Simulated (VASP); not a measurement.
# Pb (P6_3/mmc) in VASP: further runs, part 2 of 2

VASP 6.6.1. Earlier steps stand in the parts before.

### Step 3. Single point, PBEsol

This run uses another cell than the first one, of 30.91 Å³/atom, 1.010 times its volume.

File INCAR:

```
SYSTEM = Pb
ALGO = Fast ; EDIFF = 1E-6
ENCUT = 520 ; GGA = PS
ISIF = 2 ; ISMEAR = -1
LASPH = .True. ; LCHARG = .False.
LREAL = .False. ; LWAVE = .False.
NBANDS = 36 ; NELM = 60
PREC = Accurate ; SIGMA = 0.05
```

File KPOINTS:

```
k-points
0
Gamma
  7 7 2
  0 0 0
```

File POSCAR:

```
Pb
1.0
    3.5243661423      0.0000000000      0.0000000000
   -1.7621830712      3.0521906115      0.0000000000
    0.0000000000      0.0000000000     11.4952418100
Pb
4
Direct
    0.6666666667      0.3333333333      0.7500000000
    0.0000000000      0.0000000000      0.5000000000
    0.3333333333      0.6666666667      0.2500000000
    0.0000000000      0.0000000000      0.0000000000
```

Potentials or basis: VASP PAW PBE potentials, release 64 (Pb_d).

Run with:

```bash
cat potpaw_PBE.64/Pb_d/POTCAR > POTCAR
mpirun -np 1 vasp_std > vasp.out
```

OUTCAR:

```text
SYSTEM = Pb
   EDIFF = 1E-6
   ENCUT = 520
   GGA = PS
   ISIF = 2
   ISMEAR = -1
   LASPH = .True.
   LREAL = .False.
   NELM = 60
   PREC = Accurate

 ion  position               nearest neighbor table
   1  0.667  0.333  0.750-   2 3.52   4 3.52   2 3.52   4 3.52   2 3.52   4 3.52
   2  0.000  0.000  0.500-   1 3.52   3 3.52   1 3.52   3 3.52   1 3.52   3 3.52
   3  0.333  0.667  0.250-   2 3.52   4 3.52   2 3.52   4 3.52   2 3.52   4 3.52
   4  0.000  0.000  0.000-   1 3.52   3 3.52   1 3.52   3 3.52   1 3.52   3 3.52

  LATTYP: Found a hexagonal cell.
 ALAT       =     3.5243661423
 C/A-ratio  =     3.2616480087

  Lattice vectors:

 A1 = (   3.5243661423,   0.0000000000,   0.0000000000)
 A2 = (  -1.7621830712,   3.0521906115,   0.0000000000)
 A3 = (   0.0000000000,   0.0000000000,  11.4952418100)

Analysis of symmetry for initial positions (statically):
=====================================================================
 Subroutine PRICEL returns:
 Original cell was already a primitive cell.

 Routine SETGRP: Setting up the symmetry group for a
 hexagonal supercell.

 Subroutine GETGRP returns: Found 24 space group operations
 (whereof 12 operations were pure point group operations)
 out of a pool of 24 trial point group operations.

The static configuration has the point symmetry D_3d.
 The point group associated with its full space group is D_6h.

Analysis of symmetry for dynamics (positions and initial velocities):
=====================================================================
 Subroutine PRICEL returns:
 Original cell was already a primitive cell.

 Routine SETGRP: Setting up the symmetry group for a
 hexagonal supercell.

 Subroutine GETGRP returns: Found 24 space group operations
 (whereof 12 operations were pure point group operations)
 out of a pool of 24 trial point group operations.

The dynamic configuration has the point symmetry D_3d.
 The point group associated with its full space group is D_6h.

 Subroutine INISYM returns: Found 24 space group operations
 (whereof 12 operations are pure point group operations),
 and found     1 'primitive' translations

----------------------------------------------------------------------------------------

                                     Primitive cell

  volume of cell :     123.6547

  direct lattice vectors                    reciprocal lattice vectors
     3.524366142  0.000000000  0.000000000     0.283738965  0.163816768  0.000000000
    -1.762183071  3.052190611  0.000000000     0.000000000  0.327633535  0.000000000
     0.000000000  0.000000000 11.495241810     0.000000000  0.000000000  0.086992515

  length of vectors
     3.524366142  3.524366142 11.495241810     0.327633535  0.327633535  0.086992515

  position of ions in fractional coordinates (direct lattice)
     0.666666667  0.333333333  0.750000000
     0.000000000  0.000000000  0.500000000
     0.333333333  0.666666667  0.250000000
     0.000000000  0.000000000  0.000000000

  ion indices of the primitive-cell ions
   primitive index   ion index
                 1           1
                 2           2
                 3           3
                 4           4

----------------------------------------------------------------------------------------

 KPOINTS: k-points

Automatic generation of k-mesh.
 Grid dimensions read from file:
 generate k-points for:    7    7    2

 Generating k-lattice:

  Cartesian coordinates                     Fractional coordinates (reciprocal lattice)
     0.040534138  0.023402395  0.000000000     0.142857143  0.000000000  0.000000000
     0.000000000  0.046804791  0.000000000     0.000000000  0.142857143  0.000000000
     0.000000000  0.000000000  0.043496258     0.000000000  0.000000000  0.500000000

  Length of vectors
     0.046804791  0.046804791  0.043496258

  Shift w.r.t. Gamma in fractional coordinates (k-lattice)
     0.000000000  0.000000000  0.000000000

 Subroutine IBZKPT returns following result:
 ===========================================

 Found     16 irreducible k-points:

 Following reciprocal coordinates:
            Coordinates               Weight
  0.000000  0.000000  0.000000      1.000000
  0.142857 -0.000000  0.000000      6.000000
  0.285714 -0.000000  0.000000      6.000000
  0.428571 -0.000000  0.000000      6.000000
  0.142857  0.142857  0.000000      6.000000
  0.285714  0.142857  0.000000     12.000000
[... 8 lines left out ...]
  0.428571  0.142857  0.500000      6.000000
  0.285714  0.285714  0.500000      6.000000
   k-points           NKPTS =     16   k-points in BZ     NKDIM =     16   number of bands    NBANDS=     36
   number of dos      NEDOS =    301   number of ions     NIONS =      4
   total plane-waves  NPLWV =  70560
   dimension x,y,z NGX =    28 NGY =   28 NGZ =   90
   dimension x,y,z NGXF=    56 NGYF=   56 NGZF=  180
   ions per type =               4
   NGX,Y,Z   is equivalent  to a cutoff of  13.21, 13.21, 13.02 a.u.
   NGXF,Y,Z  is equivalent  to a cutoff of  26.42, 26.42, 26.03 a.u.
 SYSTEM =  Pb
   PREC   = accura    normal or accurate (medium, high low for compatibility)
   ISTART =      0    job   : 0-new  1-cont  2-samecut
   ICHARG =      2    charge: 1-file 2-atom 10-const
   ISPIN  =      1    spin polarized calculation?
   LNONCOLLINEAR =      F non collinear calculations
   LSORBIT =      F    spin-orbit coupling
   LASPH  =      T    aspherical Exc in radial PAW
   ENCUT  =  520.0 eV  38.22 Ry    6.18 a.u.   6.55  6.55 21.37*2*pi/ulx,y,z
   NELM   =     60;   NELMIN=  2; NELMDL= -5     # of ELM steps
   EDIFF  = 0.1E-05   stopping-criterion for ELM
   LREAL  =      F    real-space projection
   EDIFFG = 0.1E-04   stopping-criterion for IOM
   NSW    =      0    number of steps for IOM
   IBRION =     -1    ionic relax: 0-MD 1-quasi-New 2-CG
   NFREE  =      0    steps in history (QN), initial steepest desc. (CG)
   ISIF   =      2    stress and relaxation
   ISYM   =      2    0-nonsym 1-usesym 2-fastsym
   POTIM  = 0.5000    time-step for ionic-motion
   TEBEG  =    0.0;   TEEND  =   0.0 temperature during run
   PSTRESS=    0.0 pullay stress
   NELECT =      56.0000    total number of electrons
   NUPDOWN=      -1.0000    fix difference up-down
   EMIN   =  10.00;   EMAX   =-10.00  energy-range for DOS
   EFERMI =   0.00;   METHOD = LEGACY
   ISMEAR =    -1;   SIGMA  =   0.05  broadening in eV -4-tet -1-fermi 0-gaus
   EFERMI_NEDOS =   21; number of points for ismear=-14 and -15
   IALGO  =     68    algorithm
   IMIX   =      4    mixing-type and parameters
     AMIX     =   0.40;   BMIX     =  1.00
     AMIX_MAG =   1.60;   BMIX_MAG =  1.00
  volume/ion in A,a.u.               =      30.91       208.62
  Fermi-wavevector in a.u.,A,eV,Ry     =   1.257189  2.375743 21.504338  1.580524
  Thomas-Fermi vector in A             =   2.390860
   LORBIT       =      0    0 simple, 1 ext, 2 COOP (PROOUT), +10 PAW based schemes
   GGA     = PS    functional components
   LHFCALC =     F    Hartree Fock is set to
   AEXX    =    0.0000 exact exchange contribution
   IVDW    =     0    specifies the selected vdW correction
   LEPSILON=     F    determine dielectric tensor
   LRPA    =     F    only Hartree local field effects (RPA)
 non-spin polarized calculation
 RMM-DIIS sequential band-by-band and
  energy-cutoff  :      520.00
  volume of cell :      123.65
 maximum number of plane-waves:      3402
 NGX is ok and might be reduce to    28
   NGX = 13   NGY = 13   NGZ = 43

 number of electron      56.0000006 magnetization

 Free energy of the ion-electron system (eV)
  ---------------------------------------------------
  ext. energy  EPLUGINS =         0.00000000
  ---------------------------------------------------
  free energy    TOTEN  =       -15.96112743 eV

  energy without entropy =      -15.93878174  energy(sigma->0) =      -15.94995459

 E-fermi :   7.1197     XC(G=0): -10.2496

 val. band max:        7.0757262830   @ k =   0.1429   0.1429   0.0000
 cond. band min:       7.1273691966   @ k =   0.4286   0.1429   0.0000
 fundamental gap:      0.0516429136
 Fermi energy:         7.1197062412

 k-point     1 :       0.0000    0.0000    0.0000
  band No.  band energies     occupation
      1     -10.1282      2.00000
      2     -10.1172      2.00000
      3     -10.0933      2.00000
      4     -10.0933      2.00000
      5     -10.0870      2.00000
      6     -10.0855      2.00000
[... 613 lines left out ...]
     35      10.7661      0.00000
     36      10.7661      0.00000

------------------------ aborting loop because EDIFF is reached ----------------------------------------

  FORCE on cell =-STRESS in cart. coord.  units (eV):
  Direction    XX          YY          ZZ          XY          YZ          ZX
  --------------------------------------------------------------------------------------
  -------------------------------------------------------------------------------------
  Total       -0.7070207     -0.7070207     -1.6544245      0.0000000      0.0000000      0.0000000
  in kB       -9.1607684     -9.1607684    -21.4361477      0.0000000      0.0000000      0.0000000
  external PRESSURE =     -13.2525615 kB  Pullay stress =       0.0000000 kB

 VOLUME and BASIS-vectors are now :
 -----------------------------------------------------------------------------
  energy-cutoff  :      520.00
  volume of cell :      123.65
      direct lattice vectors                 reciprocal lattice vectors
     3.524366142  0.000000000  0.000000000     0.283738965  0.163816768  0.000000000
    -1.762183071  3.052190611  0.000000000     0.000000000  0.327633535  0.000000000
     0.000000000  0.000000000 11.495241810     0.000000000  0.000000000  0.086992515

 POSITION                                       TOTAL-FORCE (eV/Angst)
 -----------------------------------------------------------------------------------
      1.76218      1.01740      8.62143         0.000000      0.000000     -0.000000
      0.00000      0.00000      5.74762        -0.000000      0.000000     -0.000000
     -0.00000      2.03479      2.87381        -0.000000      0.000000      0.000000
      0.00000      0.00000      0.00000        -0.000000      0.000000     -0.000000
 -----------------------------------------------------------------------------------
    total drift:                                0.000000     -0.000000      0.000000

  FREE ENERGIE OF THE ION-ELECTRON SYSTEM (eV)
  ---------------------------------------------------
  free  energy   TOTEN  =       -15.9611274335 eV

  energy  without entropy=      -15.9387817365  energy(sigma->0) =      -15.94995459
```

Wall time 63 s (1 thread of Intel Xeon Platinum 8375C at 2.90GHz (Ice Lake), shared host); peak memory 0.26 GiB.

Results:

```yaml
Free_energy: -15.9611 eV
Pressure: -1.3 GPa
Band_gap_on_the_k_mesh: zero (band 28 reaches 12.33 eV, above the bottom of band 29 at 5.68 eV)
```

Levels at points of the mesh, in eV from the Fermi level:
```
           k point  band 25  band 26  band 27  band 28  band 29  band 30  band 31  band 32
(0.00, 0.00, 0.00)    -4.36     0.48     0.49     5.21     5.21     6.01     6.01     6.02
(0.00, 0.00, 0.50)    -2.73    -2.73     4.29     4.29     5.43     5.43     5.43     5.43
```

Caveat: the PAW data sets were made with another functional, which shifts forces and pressure a little; spin-orbit coupling is left out, which moves the levels of the heavy elements.

### Step 4. Single point, PBEsol

This run uses another cell than the first one, of 31.22 Å³/atom, 1.020 times its volume.

File INCAR:

```
PREC = Accurate
ENCUT = 520
EDIFF = 1E-6
ISMEAR = -1
SIGMA = 0.05
LREAL = False
LASPH = True
NELM = 80
ALGO = Normal
ISIF = 2
LWAVE = False
LCHARG = False
GGA = PS
NBANDS = 36
```

File KPOINTS:

```
Automatic mesh
0
Gamma
  7 7 2
```

Changes to POSCAR since step 3:

```diff
@@ -4,3 +4,3 @@
    -1.7621830712      3.0521906115      0.0000000000
-    0.0000000000      0.0000000000     11.4952418100
+    0.0000000000      0.0000000000     11.6101942281
 Pb
```

Run with:

```bash
cat potpaw_PBE.64/Pb_d/POTCAR > POTCAR
mpirun -np 1 vasp_std > vasp.out
```

Wall time 42 s (1 thread of Intel Xeon Platinum 8375C at 2.90GHz (Ice Lake), shared host); peak memory 0.26 GiB.

The run converged. Its results:

| Quantity | Value |
| --- | --- |
| Free energy | -15.9426 eV |
| Pressure | -1.7 GPa |
| Band gap on the k mesh | zero (band 28 reaches 12.28 eV, above the bottom of band 29 at 5.60 eV) |

Stress tensor (GPa, compression positive):
```
-1.18  0.00  0.00
 0.00 -1.18  0.00
 0.00  0.00 -2.81
```

Levels at points of the mesh, in eV from the Fermi level:
```
           k point  band 26  band 27  band 28  band 29  band 30  band 31
(0.00, 0.00, 0.00)     0.35     0.36     5.26     5.26     6.03     6.03
(0.00, 0.00, 0.50)    -2.78     4.08     4.08     5.47     5.47     5.47
```

Caveat: the PAW data sets were made with another functional, which shifts forces and pressure a little; spin-orbit coupling is left out, which moves the levels of the heavy elements.

### Step 5. Summary

```csv
cell,gap on the mesh (eV),pressure (GPa)
"a = 3.524, b = 3.524, c = 11.380 Å, angles 90.0, 90.0, 120.0°, 4 atoms",none,-1.0
"a = 3.524, b = 3.524, c = 11.495 Å, angles 90.0, 90.0, 120.0°, 4 atoms",none,-1.3
"a = 3.524, b = 3.524, c = 11.610 Å, angles 90.0, 90.0, 120.0°, 4 atoms",none,-1.7
```

Alike in all rows: task single point; level PBEsol; potentials or basis VASP PAW PBE potentials, release 64 (Pb_d); no spin polarisation; k mesh 7 × 7 × 2; cutoff (eV) 520; smearing fermi-dirac 0.05 eV.

Caveats: the PAW data sets were made with another functional, which shifts forces and pressure a little; spin-orbit coupling is left out, which moves the levels of the heavy elements.

Total energies depend on the potentials used, so only differences within one code and one set of settings carry meaning.
